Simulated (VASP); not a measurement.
# SiSbSe (P6_3mc) in VASP: further runs

Runs on SiSbSe. Level: PBE. Tasks: single point, relaxation of cell and atoms.

Program: VASP 6.6.1. These are calculated values, not measurements. Logs are shortened: lines on timing, memory, paths and dates and some standing lists are left out, and cuts for length are marked.

### Step 1. The cell of the first run

Symmetry: P6_3mc, No. 186, hexagonal system. Conventional cell: a = 4.541 Å, b = 4.541 Å, c = 7.750 Å, α = 90.00°, β = 90.00°, γ = 120.00°. Si (site symmetry 3m) has 4 Sb at 2.78 to 2.84 Å and 3 Se at 2.82 Å within 3.7 Å. Sb (site symmetry 3m) has 4 Si at 2.78 to 2.84 Å and 6 Se at 3.15 to 3.38 Å within 3.7 Å. Within 3.7 Å of Se (site symmetry 3m) lie 3 Si at 2.82 Å and 6 Sb at 3.15 to 3.38 Å.

### Step 2. Single point, PBE

Input file INCAR:

```
ALGO = Normal
EDIFF = 1E-6
ENCUT = 520
GGA = PE
ISIF = 2
ISMEAR = 0
LASPH = True
LCHARG = False
LREAL = False
LWAVE = False
NBANDS = 24
NELM = 60
PREC = Accurate
SIGMA = 0.2
```

Input file KPOINTS:

```
k-points
0
Gamma
  4 4 2
```

Input file POSCAR:

```
SiSbSe
1.0
    4.5406733107      0.0000000000      0.0000000000
   -2.2703366553      3.9323384373      0.0000000000
    0.0000000000      0.0000000000      7.7495491648
Si Sb Se
2 2 2
Direct
    0.6666666667      0.3333333333      0.9112010377
    0.3333333333      0.6666666667      0.4112010377
    0.6666666667      0.3333333333      0.5520383859
    0.3333333333      0.6666666667      0.0520383859
    0.0000000000      0.0000000000      0.7767595764
    0.0000000000      0.0000000000      0.2767595764
```

Potentials or basis: VASP PAW PBE potentials, release 64 (Si, Sb, Se).

The run is started by

```bash
$ cat potpaw_PBE.64/Si/POTCAR potpaw_PBE.64/Sb/POTCAR potpaw_PBE.64/Se/POTCAR > POTCAR
$ mpirun -np 1 vasp_std > vasp.out
```

OUTCAR:

```text
EDIFF = 1E-6
   ENCUT = 520
   GGA = PE
   ISIF = 2
   ISMEAR = 0
   LASPH = True
   LREAL = False
   NELM = 60
   PREC = Accurate

 ion  position               nearest neighbor table
   1  0.667  0.333  0.911-   3 2.78   5 2.82   5 2.82   5 2.82   4 2.84   4 2.84   4 2.84
   2  0.333  0.667  0.411-   4 2.78   6 2.82   6 2.82   6 2.82   3 2.84   3 2.84   3 2.84
   3  0.667  0.333  0.552-   1 2.78   2 2.84   2 2.84   2 2.84   5 3.15   5 3.15   5 3.15
   4  0.333  0.667  0.052-   2 2.78   1 2.84   1 2.84   1 2.84   6 3.15   6 3.15   6 3.15
   5  0.000  0.000  0.777-   1 2.82   1 2.82   1 2.82   3 3.15   3 3.15   3 3.15
   6  0.000  0.000  0.277-   2 2.82   2 2.82   2 2.82   4 3.15   4 3.15   4 3.15

  LATTYP: Found a hexagonal cell.
 ALAT       =     4.5406733107
 C/A-ratio  =     1.7066960414

  Lattice vectors:

 A1 = (   4.5406733107,   0.0000000000,   0.0000000000)
 A2 = (  -2.2703366553,   3.9323384373,   0.0000000000)
 A3 = (   0.0000000000,   0.0000000000,   7.7495491648)

Analysis of symmetry for initial positions (statically):
=====================================================================
 Subroutine PRICEL returns:
 Original cell was already a primitive cell.

 Routine SETGRP: Setting up the symmetry group for a
 hexagonal supercell.

 Subroutine GETGRP returns: Found 12 space group operations
 (whereof  6 operations were pure point group operations)
 out of a pool of 24 trial point group operations.

The static configuration has the point symmetry C_3v.
 The point group associated with its full space group is C_6v.

Analysis of symmetry for dynamics (positions and initial velocities):
=====================================================================
 Subroutine PRICEL returns:
 Original cell was already a primitive cell.

 Routine SETGRP: Setting up the symmetry group for a
 hexagonal supercell.

 Subroutine GETGRP returns: Found 12 space group operations
 (whereof  6 operations were pure point group operations)
 out of a pool of 24 trial point group operations.

The dynamic configuration has the point symmetry C_3v.
 The point group associated with its full space group is C_6v.

 Subroutine INISYM returns: Found 12 space group operations
 (whereof  6 operations are pure point group operations),
 and found     1 'primitive' translations

----------------------------------------------------------------------------------------

                                     Primitive cell

  volume of cell :     138.3718

  direct lattice vectors                    reciprocal lattice vectors
     4.540673311  0.000000000  0.000000000     0.220231655  0.127150806  0.000000000
    -2.270336655  3.932338437  0.000000000     0.000000000  0.254301611  0.000000000
     0.000000000  0.000000000  7.749549165     0.000000000  0.000000000  0.129039765

  length of vectors
     4.540673311  4.540673311  7.749549165     0.254301611  0.254301611  0.129039765

  position of ions in fractional coordinates (direct lattice)
     0.666666667  0.333333333  0.911201038
     0.333333333  0.666666667  0.411201038
     0.666666667  0.333333333  0.552038386
     0.333333333  0.666666667  0.052038386
     0.000000000  0.000000000  0.776759576
     0.000000000  0.000000000  0.276759576

  ion indices of the primitive-cell ions
   primitive index   ion index
                 1           1
                 2           2
                 3           3
                 4           4
                 5           5
                 6           6

----------------------------------------------------------------------------------------

 KPOINTS: k-points

Automatic generation of k-mesh.
 Grid dimensions read from file:
 generate k-points for:    4    4    2

 Generating k-lattice:

  Cartesian coordinates                     Fractional coordinates (reciprocal lattice)
     0.055057914  0.031787701  0.000000000     0.250000000  0.000000000  0.000000000
     0.000000000  0.063575403  0.000000000     0.000000000  0.250000000  0.000000000
     0.000000000  0.000000000  0.064519882     0.000000000  0.000000000  0.500000000

  Length of vectors
     0.063575403  0.063575403  0.064519882

  Shift w.r.t. Gamma in fractional coordinates (k-lattice)
     0.000000000  0.000000000  0.000000000

 Subroutine IBZKPT returns following result:
 ===========================================

 Found      8 irreducible k-points:

 Following reciprocal coordinates:
            Coordinates               Weight
  0.000000  0.000000  0.000000      1.000000
  0.250000  0.000000  0.000000      6.000000
  0.500000  0.000000  0.000000      3.000000
  0.250000  0.250000  0.000000      6.000000
  0.000000  0.000000  0.500000      1.000000
  0.250000  0.000000  0.500000      6.000000
  0.500000  0.000000  0.500000      3.000000
  0.250000  0.250000  0.500000      6.000000
   k-points           NKPTS =      8   k-points in BZ     NKDIM =      8   number of bands    NBANDS=     24
   number of dos      NEDOS =    301   number of ions     NIONS =      6
   total plane-waves  NPLWV =  77760
   dimension x,y,z NGX =    36 NGY =   36 NGZ =   60
   dimension x,y,z NGXF=    72 NGYF=   72 NGZF=  120
   ions per type =               2   2   2
   NGX,Y,Z   is equivalent  to a cutoff of  13.18, 13.18, 12.87 a.u.
   NGXF,Y,Z  is equivalent  to a cutoff of  26.36, 26.36, 25.74 a.u.
 SYSTEM =  unknown system
   PREC   = accura    normal or accurate (medium, high low for compatibility)
   ISTART =      0    job   : 0-new  1-cont  2-samecut
   ICHARG =      2    charge: 1-file 2-atom 10-const
   ISPIN  =      1    spin polarized calculation?
   LNONCOLLINEAR =      F non collinear calculations
   LSORBIT =      F    spin-orbit coupling
   LASPH  =      T    aspherical Exc in radial PAW
   ENCUT  =  520.0 eV  38.22 Ry    6.18 a.u.   8.44  8.44 14.41*2*pi/ulx,y,z
   NELM   =     60;   NELMIN=  2; NELMDL= -5     # of ELM steps
   EDIFF  = 0.1E-05   stopping-criterion for ELM
   LREAL  =      F    real-space projection
   EDIFFG = 0.1E-04   stopping-criterion for IOM
   NSW    =      0    number of steps for IOM
   IBRION =     -1    ionic relax: 0-MD 1-quasi-New 2-CG
   NFREE  =      0    steps in history (QN), initial steepest desc. (CG)
   ISIF   =      2    stress and relaxation
   ISYM   =      2    0-nonsym 1-usesym 2-fastsym
   POTIM  = 0.5000    time-step for ionic-motion
   TEBEG  =    0.0;   TEEND  =   0.0 temperature during run
   PSTRESS=    0.0 pullay stress
   NELECT =      30.0000    total number of electrons
   NUPDOWN=      -1.0000    fix difference up-down
   EMIN   =  10.00;   EMAX   =-10.00  energy-range for DOS
   EFERMI =   0.00;   METHOD = LEGACY
   ISMEAR =     0;   SIGMA  =   0.20  broadening in eV -4-tet -1-fermi 0-gaus
   EFERMI_NEDOS =   21; number of points for ismear=-14 and -15
   IALGO  =     38    algorithm
   IMIX   =      4    mixing-type and parameters
     AMIX     =   0.40;   BMIX     =  1.00
     AMIX_MAG =   1.60;   BMIX_MAG =  1.00
  volume/ion in A,a.u.               =      23.06       155.63
  Fermi-wavevector in a.u.,A,eV,Ry     =   0.983481  1.858510 13.160034  0.967235
  Thomas-Fermi vector in A             =   2.114642
   LORBIT       =      0    0 simple, 1 ext, 2 COOP (PROOUT), +10 PAW based schemes
   GGA     = PE    functional components
   LHFCALC =     F    Hartree Fock is set to
   AEXX    =    0.0000 exact exchange contribution
   IVDW    =     0    specifies the selected vdW correction
   LEPSILON=     F    determine dielectric tensor
   LRPA    =     F    only Hartree local field effects (RPA)
 non-spin polarized calculation
 Gauss-broadening in eV      SIGMA  =   0.20
  energy-cutoff  :      520.00
  volume of cell :      138.37
 maximum number of plane-waves:      3767
 NGX is ok and might be reduce to    36
   NGX = 17   NGY = 17   NGZ = 29

 number of electron      30.0000001 magnetization

 Free energy of the ion-electron system (eV)
  ---------------------------------------------------
  ext. energy  EPLUGINS =         0.00000000
  ---------------------------------------------------
  free energy    TOTEN  =       -24.46463649 eV

  energy without entropy =      -24.40256740  energy(sigma->0) =      -24.43360194

 E-fermi :   6.4368     XC(G=0):  -9.9333

 val. band max:        6.4049944004   @ k =   0.2500   0.2500   0.0000
 cond. band min:       6.6186724691   @ k =   0.2500   0.2500   0.0000
 fundamental gap:      0.2136780687
 Fermi energy:         6.4367855437

 k-point     1 :       0.0000    0.0000    0.0000
  band No.  band energies     occupation
      1      -7.7577      2.00000
      2      -6.8107      2.00000
      3      -3.9734      2.00000
      4      -2.5464      2.00000
      5       0.6257      2.00000
      6       2.5792      2.00000
[... 16 lines left out ...]
     23       9.3234      0.00000
     24      12.1154      0.00000

 k-point     2 :       0.2500    0.0000    0.0000
  band No.  band energies     occupation
      1      -7.3747      2.00000
      2      -6.5889      2.00000
      3      -3.5415      2.00000
      4      -3.1711      2.00000
      5      -0.8918      2.00000
      6       1.1387      2.00000
[... 16 lines left out ...]
     23      10.3233      0.00000
     24      11.2940      0.00000

 k-point     3 :       0.5000    0.0000    0.0000
  band No.  band energies     occupation
      1      -6.8140      2.00000
      2      -6.3286      2.00000
      3      -4.1113      2.00000
      4      -2.7299      2.00000
      5      -1.6045      2.00000
      6      -0.7398      2.00000
[... 16 lines left out ...]
     23      11.2762      0.00000
     24      11.8861      0.00000
[... 82 lines left out ...]
 k-point     7 :       0.5000    0.0000    0.5000
  band No.  band energies     occupation
      1      -6.5901      2.00000
      2      -6.5901      2.00000
      3      -3.6237      2.00000
      4      -3.6237      2.00000
      5      -0.7897      2.00000
      6      -0.7897      2.00000
[... 16 lines left out ...]
     23      12.1503      0.00000
     24      12.1503      0.00000

 k-point     8 :       0.2500    0.2500    0.5000
  band No.  band energies     occupation
      1      -6.6055      2.00000
      2      -6.6055      2.00000
      3      -3.4725      2.00000
      4      -3.4725      2.00000
      5      -1.1765      2.00000
      6      -1.1765      2.00000
[... 16 lines left out ...]
     23      11.3227      0.00000
     24      11.3227      0.00000

------------------------ aborting loop because EDIFF is reached ----------------------------------------

  FORCE on cell =-STRESS in cart. coord.  units (eV):
  Direction    XX          YY          ZZ          XY          YZ          ZX
  --------------------------------------------------------------------------------------
  -------------------------------------------------------------------------------------
  Total        0.1306049      0.1306049     -0.0451189      0.0000000      0.0000000     -0.0000000
  in kB        1.5122458      1.5122458     -0.5224226      0.0000000      0.0000000     -0.0000000
  external PRESSURE =       0.8340230 kB  Pullay stress =       0.0000000 kB

 VOLUME and BASIS-vectors are now :
 -----------------------------------------------------------------------------
  energy-cutoff  :      520.00
  volume of cell :      138.37
      direct lattice vectors                 reciprocal lattice vectors
     4.540673311  0.000000000  0.000000000     0.220231655  0.127150806  0.000000000
    -2.270336655  3.932338437  0.000000000     0.000000000  0.254301611  0.000000000
     0.000000000  0.000000000  7.749549165     0.000000000  0.000000000  0.129039765

 POSITION                                       TOTAL-FORCE (eV/Angst)
 -----------------------------------------------------------------------------------
      2.27034      1.31078      7.06140         0.000000      0.000000     -0.024339
     -0.00000      2.62156      3.18662        -0.000000      0.000000     -0.024339
      2.27034      1.31078      4.27805        -0.000000      0.000000      0.025483
     -0.00000      2.62156      0.40327         0.000000     -0.000000      0.025483
      0.00000      0.00000      6.01954         0.000000      0.000000     -0.001145
      0.00000      0.00000      2.14476        -0.000000      0.000000     -0.001145
 -----------------------------------------------------------------------------------
    total drift:                                0.000000     -0.000000     -0.000684

  FREE ENERGIE OF THE ION-ELECTRON SYSTEM (eV)
  ---------------------------------------------------
  free  energy   TOTEN  =       -24.4646364906 eV

  energy  without entropy=      -24.4025673953  energy(sigma->0) =      -24.43360194
```

Run time: 18 s. Hardware: 1 thread of AMD EPYC 9R45 (Zen 5), shared host; peak memory 0.23 GiB.

Results:

```yaml
Free_energy: -24.4646 eV
Pressure: 0.1 GPa
Largest_force: 0.025 eV/Å
Band_gap_on_the_k_mesh: zero (band 15 reaches 7.16 eV, above the bottom of band 16 at 4.94 eV)
```

Forces in eV/Å, atoms in the order of the input:
```
Si   0.000  0.000 -0.024
Si   0.000  0.000 -0.024
Sb   0.000  0.000  0.025
Sb   0.000  0.000  0.025
Se   0.000  0.000 -0.001
Se   0.000  0.000 -0.001
```

Caveat: the k points lie up to 0.41 Å⁻¹ apart; spin-orbit coupling is left out, which moves the levels of the heavy elements.

(Continued in part 2 of 2.)
